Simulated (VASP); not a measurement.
# Si3N4 (P6_3/m) in VASP: a series of runs

Si3N4 is run at these levels: r2SCAN, PBE; tasks: electric field gradients.

All numbers are computed with VASP 6.6.1; they aren't measurements. Logs are shortened: lines on timing, memory, paths and dates and some standing lists are left out, and cuts for length are marked.

## 1. The cell of the first run

It takes space group P6_3/m (No. 176, hexagonal). The conventional cell has a = 7.602 Å, b = 7.602 Å, c = 2.907 Å, α = 90.00°, β = 90.00°, γ = 120.00°. Si (site symmetry m) has 4 N at 1.73 to 1.74 Å within 2.3 Å. N (site symmetry -6) has 3 Si at 1.73 Å within 2.3 Å. N (site symmetry m) has 3 Si at 1.74 Å within 2.3 Å.

## 2. Electric field gradients, r2SCAN

POSCAR reads:

```
Si3N4
1.0
    7.6018000000      0.0000000000      0.0000000000
   -3.8009000000      6.5833519145      0.0000000000
    0.0000000000      0.0000000000      2.9066000000
Si N
6 8
Direct
    0.1737016310      0.7675531171      0.2500000000
    0.4061485138      0.1737016310      0.7500000000
    0.2324468829      0.4061485138      0.2500000000
    0.8262983690      0.2324468829      0.7500000000
    0.5938514862      0.8262983690      0.2500000000
    0.7675531171      0.5938514862      0.7500000000
    0.3333333333      0.6666666667      0.2500000000
    0.6666666667      0.3333333333      0.7500000000
    0.3297006032      0.0295957680      0.2500000000
    0.3001048353      0.3297006032      0.7500000000
    0.9704042320      0.3001048353      0.2500000000
    0.6702993968      0.9704042320      0.7500000000
    0.6998951647      0.6702993968      0.2500000000
    0.0295957680      0.6998951647      0.7500000000
```

INCAR.step1 reads:

```
PREC     = Accurate       # precision mode
ENCUT    = 580            # plane-wave cutoff, eV
ISMEAR   = -1             # smearing method
SIGMA    = 0.02           # smearing width, eV
LREAL    = False          # projectors in reciprocal space
LASPH    = True           # aspherical terms in the spheres
NELM     = 120            # most SCF steps
NBANDS   = 45             # bands
GGA      = PE             # functional
ALGO     = Normal         # electronic algorithm
EDIFF    = 1E-5           # SCF threshold, eV
LWAVE    = True           # write WAVECAR
LCHARG   = False          # write CHGCAR
GGA_COMPAT= False
```

INCAR.step2 reads:

```
PREC     = Accurate       # precision mode
ENCUT    = 580            # plane-wave cutoff, eV
EDIFF    = 1E-7           # SCF threshold, eV
ISMEAR   = -1             # smearing method
SIGMA    = 0.02           # smearing width, eV
LREAL    = False          # projectors in reciprocal space
LASPH    = True           # aspherical terms in the spheres
NELM     = 120            # most SCF steps
ALGO     = Normal         # electronic algorithm
ISIF     = 2              # what is computed and relaxed
LWAVE    = False          # write WAVECAR
LCHARG   = False          # write CHGCAR
METAGGA  = R2SCAN         # meta-GGA
LMIXTAU  = True         
LEFG     = True         
NBANDS   = 45             # bands
ISTART   = 1            
GGA_COMPAT= False
```

KPOINTS reads:

```
Automatic mesh
0
Gamma
  4 4 10
```

Potentials or basis: VASP PAW PBE potentials, release 64 (Si, N).

The run is started by

```console
cat potpaw_PBE.64/Si/POTCAR potpaw_PBE.64/N/POTCAR > POTCAR
cp INCAR.step1 INCAR
mpirun -np 1 vasp_std > vasp.out
cp INCAR.step2 INCAR
mpirun -np 1 vasp_std > vasp.out
```

OUTCAR:

```text
PREC = Accurate
   ENCUT = 580
   EDIFF = 1E-7
   ISMEAR = -1
   LREAL = False
   LASPH = True
   NELM = 120
   ISIF = 2
   METAGGA = R2SCAN
   ISTART = 1

 ion  position               nearest neighbor table
   1  0.174  0.768  0.250-   7 1.73   9 1.74  14 1.74  14 1.74   5 3.00   3 3.00   2 3.05   2 3.05
                             6 3.05   6 3.05
   2  0.406  0.174  0.750-   8 1.73  10 1.74   9 1.74   9 1.74   4 3.00   6 3.00   3 3.05   3 3.05
                             1 3.05   1 3.05
   3  0.232  0.406  0.250-   7 1.73  11 1.74  10 1.74  10 1.74   1 3.00   5 3.00   2 3.05   2 3.05
                             4 3.05   4 3.05
   4  0.826  0.232  0.750-   8 1.73  12 1.74  11 1.74  11 1.74   2 3.00   6 3.00   5 3.05   5 3.05
                             3 3.05   3 3.05
   5  0.594  0.826  0.250-   7 1.73  13 1.74  12 1.74  12 1.74   1 3.00   3 3.00   6 3.05   6 3.05
                             4 3.05   4 3.05
   6  0.768  0.594  0.750-   8 1.73  14 1.74  13 1.74  13 1.74   4 3.00   2 3.00   5 3.05   5 3.05
                             1 3.05   1 3.05
   7  0.333  0.667  0.250-   1 1.73   5 1.73   3 1.73
   8  0.667  0.333  0.750-   4 1.73   2 1.73   6 1.73
   9  0.330  0.030  0.250-   1 1.74   2 1.74   2 1.74
  10  0.300  0.330  0.750-   2 1.74   3 1.74   3 1.74
  11  0.970  0.300  0.250-   3 1.74   4 1.74   4 1.74
  12  0.670  0.970  0.750-   4 1.74   5 1.74   5 1.74
  13  0.700  0.670  0.250-   5 1.74   6 1.74   6 1.74
  14  0.030  0.700  0.750-   6 1.74   1 1.74   1 1.74

  LATTYP: Found a hexagonal cell.
 ALAT       =     7.6018000000
 C/A-ratio  =     0.3823568102

  Lattice vectors:

 A1 = (   7.6018000000,   0.0000000000,   0.0000000000)
 A2 = (  -3.8009000000,   6.5833519145,   0.0000000000)
 A3 = (   0.0000000000,   0.0000000000,   2.9066000000)

Analysis of symmetry for initial positions (statically):
=====================================================================
 Subroutine PRICEL returns:
 Original cell was already a primitive cell.

 Routine SETGRP: Setting up the symmetry group for a
 hexagonal supercell.

 Subroutine GETGRP returns: Found 12 space group operations
 (whereof  6 operations were pure point group operations)
 out of a pool of 24 trial point group operations.

The static configuration has the point symmetry S_6 .
 The point group associated with its full space group is C_6h.

Analysis of symmetry for dynamics (positions and initial velocities):
=====================================================================
 Subroutine PRICEL returns:
 Original cell was already a primitive cell.

 Routine SETGRP: Setting up the symmetry group for a
 hexagonal supercell.

 Subroutine GETGRP returns: Found 12 space group operations
 (whereof  6 operations were pure point group operations)
 out of a pool of 24 trial point group operations.

The dynamic configuration has the point symmetry S_6 .
 The point group associated with its full space group is C_6h.

 Subroutine INISYM returns: Found 12 space group operations
 (whereof  6 operations are pure point group operations),
 and found     1 'primitive' translations

----------------------------------------------------------------------------------------

                                     Primitive cell

  volume of cell :     145.4617

  direct lattice vectors                    reciprocal lattice vectors
     7.601800000  0.000000000  0.000000000     0.131547791  0.075949153  0.000000000
    -3.800900000  6.583351914  0.000000000     0.000000000  0.151898305  0.000000000
     0.000000000  0.000000000  2.906600000     0.000000000  0.000000000  0.344044588

  length of vectors
     7.601800000  7.601800000  2.906600000     0.151898305  0.151898305  0.344044588

  position of ions in fractional coordinates (direct lattice)
     0.173701631  0.767553117  0.250000000
     0.406148514  0.173701631  0.750000000
     0.232446883  0.406148514  0.250000000
     0.826298369  0.232446883  0.750000000
     0.593851486  0.826298369  0.250000000
     0.767553117  0.593851486  0.750000000
     0.333333333  0.666666667  0.250000000
     0.666666667  0.333333333  0.750000000
     0.329700603  0.029595768  0.250000000
     0.300104835  0.329700603  0.750000000
     0.970404232  0.300104835  0.250000000
     0.670299397  0.970404232  0.750000000
     0.699895165  0.670299397  0.250000000
     0.029595768  0.699895165  0.750000000

[... 113 lines left out ...]
   LHFCALC =     F    Hartree Fock is set to
   AEXX    =    0.0000 exact exchange contribution
   IVDW    =     0    specifies the selected vdW correction
   LEPSILON=     F    determine dielectric tensor
   LRPA    =     F    only Hartree local field effects (RPA)
 non-spin polarized calculation
  energy-cutoff  :      580.00
  volume of cell :      145.46
 maximum number of plane-waves:      4632
 NGX is ok and might be reduce to    60
   NGX = 29   NGY = 29   NGZ = 11

 number of electron      63.9999992 magnetization

 Free energy of the ion-electron system (eV)
  ---------------------------------------------------
  ext. energy  EPLUGINS =         0.00000000
  ---------------------------------------------------
  free energy    TOTEN  =      -144.16595818 eV

  energy without entropy =     -144.16595818  energy(sigma->0) =     -144.16595818

 E-fermi :   6.9432     XC(G=0): -11.3764

 val. band max:        6.5257376721   @ k =   0.0000   0.0000   0.2000
 cond. band min:      11.5111969650   @ k =   0.0000   0.0000   0.0000
 fundamental gap:      4.9854592929
 Fermi energy:         6.9431560493

 k-point     1 :       0.0000    0.0000    0.0000
  band No.  band energies     occupation
      1     -12.5769      2.00000
      2     -11.0977      2.00000
      3     -11.0977      2.00000
      4     -10.4363      2.00000
      5     -10.3153      2.00000
      6     -10.3153      2.00000
[... 1117 lines left out ...]
     43      14.9053      0.00000
     44      14.9053      0.00000
 [bands above 44 left out]

------------------------ aborting loop because EDIFF is reached ----------------------------------------

  FORCE on cell =-STRESS in cart. coord.  units (eV):
  Direction    XX          YY          ZZ          XY          YZ          ZX
  --------------------------------------------------------------------------------------
  -------------------------------------------------------------------------------------
  Total        0.0865664      0.0865664     -0.3823577     -0.0000011      0.0000000      0.0000000
  in kB        0.9534788      0.9534788     -4.2114497     -0.0000120      0.0000000      0.0000000
  external PRESSURE =      -0.7681640 kB  Pullay stress =       0.0000000 kB

 VOLUME and BASIS-vectors are now :
 -----------------------------------------------------------------------------
  energy-cutoff  :      580.00
  volume of cell :      145.46
      direct lattice vectors                 reciprocal lattice vectors
     7.601800000  0.000000000  0.000000000     0.131547791  0.075949153  0.000000000
    -3.800900000  6.583351914  0.000000000     0.000000000  0.151898305  0.000000000
     0.000000000  0.000000000  2.906600000     0.000000000  0.000000000  0.344044588

 POSITION                                       TOTAL-FORCE (eV/Angst)
 -----------------------------------------------------------------------------------
     -1.59695      5.05307      0.72665         0.016173      0.048247     -0.000000
      2.42724      1.14354      2.17995        -0.033696      0.038129     -0.000000
      0.22328      2.67382      0.72665        -0.049869     -0.010117      0.000000
      5.39785      1.53028      2.17995        -0.016173     -0.048247      0.000000
      1.37366      5.43981      0.72665         0.033696     -0.038129      0.000000
      3.57762      3.90953      2.17995         0.049869      0.010117     -0.000000
     -0.00000      4.38890      0.72665         0.000000      0.000000     -0.000000
      3.80090      2.19445      2.17995        -0.000000      0.000000      0.000000
      2.39383      0.19484      0.72665         0.007573      0.041038      0.000000
      1.02818      2.17054      2.17995        -0.031753      0.027077      0.000000
      6.23615      1.97570      0.72665        -0.039326     -0.013960      0.000000
      1.40707      6.38851      2.17995        -0.007573     -0.041038      0.000000
      2.77272      4.41282      0.72665         0.031753     -0.027077      0.000000
     -2.43525      4.60766      2.17995         0.039326      0.013960     -0.000000
 -----------------------------------------------------------------------------------
    total drift:                                0.000000     -0.000000      0.000000

  FREE ENERGIE OF THE ION-ELECTRON SYSTEM (eV)
  ---------------------------------------------------
  free  energy   TOTEN  =      -144.1659581816 eV

  energy  without entropy=     -144.1659581816  energy(sigma->0) =     -144.16595818

 Electric field gradients (V/A^2)
---------------------------------------------------------------------
 ion       V_xx      V_yy      V_zz      V_xy      V_xz      V_yz
---------------------------------------------------------------------
   1      -3.651     7.714    -4.063     5.204    -0.000    -0.000
   2       0.366     3.697    -4.063    -7.523     0.000    -0.000
   3       9.380    -5.317    -4.063     2.319     0.000    -0.000
   4      -3.651     7.714    -4.063     5.204     0.000     0.000
   5       0.366     3.697    -4.063    -7.523    -0.000     0.000
   6       9.380    -5.317    -4.063     2.319    -0.000     0.000
   7      23.135    23.136   -46.271     0.000    -0.000    -0.000
   8      23.135    23.136   -46.271     0.000     0.000     0.000
   9     -45.976    20.414    25.563     2.631     0.000     0.000
  10       1.538   -27.100    25.562   -30.064    -0.000     0.000
  11       6.095   -31.657    25.562    27.432    -0.000    -0.000
  12     -45.976    20.414    25.563     2.631    -0.000    -0.000
  13       1.538   -27.100    25.562   -30.064     0.000    -0.000
  14       6.095   -31.657    25.562    27.432     0.000     0.000
---------------------------------------------------------------------

 Electric field gradients after diagonalization (V/A^2)
 (convention: |V_zz| > |V_xx| > |V_yy|)
----------------------------------------------------------------------
 ion       V_xx      V_yy      V_zz     asymmetry (V_yy - V_xx)/ V_zz
----------------------------------------------------------------------
   1      -5.674    -4.063     9.737       0.165
   2      -5.674    -4.063     9.737       0.165
   3      -5.674    -4.063     9.737       0.165
   4      -5.674    -4.063     9.737       0.165
   5      -5.674    -4.063     9.737       0.165
   6      -5.674    -4.063     9.737       0.165
   7      23.136    23.135   -46.271       0.000
   8      23.136    23.135   -46.271       0.000
   9      25.563    20.518   -46.080       0.109
  10      25.562    20.518   -46.080       0.109
  11      25.562    20.518   -46.080       0.109
  12      25.563    20.518   -46.080       0.109
  13      25.562    20.518   -46.080       0.109
  14      25.562    20.518   -46.080       0.109
----------------------------------------------------------------------

           NMR quadrupolar parameters

 Cq : quadrupolar parameter    Cq=e*Q*V_zz/h
 eta: asymmetry parameters     (V_yy - V_xx)/ V_zz
 Q  : nuclear electric quadrupole moment in mb (millibarn)
----------------------------------------------------------------------
 ion       Cq(MHz)       eta       Q (mb)
----------------------------------------------------------------------
   1       0.024       0.165       1.000
   2       0.024       0.165       1.000
   3       0.024       0.165       1.000
   4       0.024       0.165       1.000
   5       0.024       0.165       1.000
   6       0.024       0.165       1.000
   7      -0.112       0.000       1.000
   8      -0.112       0.000       1.000
   9      -0.111       0.109       1.000
  10      -0.111       0.109       1.000
  11      -0.111       0.109       1.000
  12      -0.111       0.109       1.000
  13      -0.111       0.109       1.000
  14      -0.111       0.109       1.000
----------------------------------------------------------------------
```

Wall time 19 min (1 thread of Intel Xeon 8259CL, shared host); peak memory 0.38 GiB.

What came out:

| Property | Result |
| --- | --- |
| Free energy | -144.1660 eV |
| Pressure | -0.1 GPa |
| Largest force | 0.051 eV/Å |
| Band gap on the k mesh | 4.99 eV (least direct gap 5.19 eV) |
| Largest electric field gradient by atom | Si +9.7; N -46.3, -46.1 (each value once) V/Å² |

Forces on the atoms (eV/Å):
```
Si   0.016  0.048  0.000
Si  -0.034  0.038  0.000
Si  -0.050 -0.010  0.000
Si  -0.016 -0.048  0.000
Si   0.034 -0.038  0.000
Si   0.050  0.010  0.000
N    0.000  0.000  0.000
N    0.000  0.000  0.000
N    0.008  0.041  0.000
N   -0.032  0.027  0.000
N   -0.039 -0.014  0.000
N   -0.008 -0.041  0.000
N    0.032 -0.027  0.000
N    0.039  0.014  0.000
```

Electric field gradients, principal values (V/Å²):
| atom | least | middle | greatest (by size) |
| --- | --- | --- | --- |
| 1 Si | -4.063 | -5.674 | 9.737 |
| 2 Si | -4.063 | -5.674 | 9.737 |
| 3 Si | -4.063 | -5.674 | 9.737 |
| 4 Si | -4.063 | -5.674 | 9.737 |
| 5 Si | -4.063 | -5.674 | 9.737 |
| 6 Si | -4.063 | -5.674 | 9.737 |
| 7 N | 23.135 | 23.136 | -46.271 |
| 8 N | 23.135 | 23.136 | -46.271 |
| 9 N | 20.518 | 25.563 | -46.080 |
| 10 N | 20.518 | 25.562 | -46.080 |
| 11 N | 20.518 | 25.562 | -46.080 |
| 12 N | 20.518 | 25.563 | -46.080 |
| 13 N | 20.518 | 25.562 | -46.080 |
| 14 N | 20.518 | 25.562 | -46.080 |

Caveat: without QUAD_EFG the Cq values of the log hold for a quadrupole moment of 1 mb, not for the nuclei; the PAW data sets were made with another functional, which shifts forces and pressure a little.

(Part 1 of 2 ends here.)
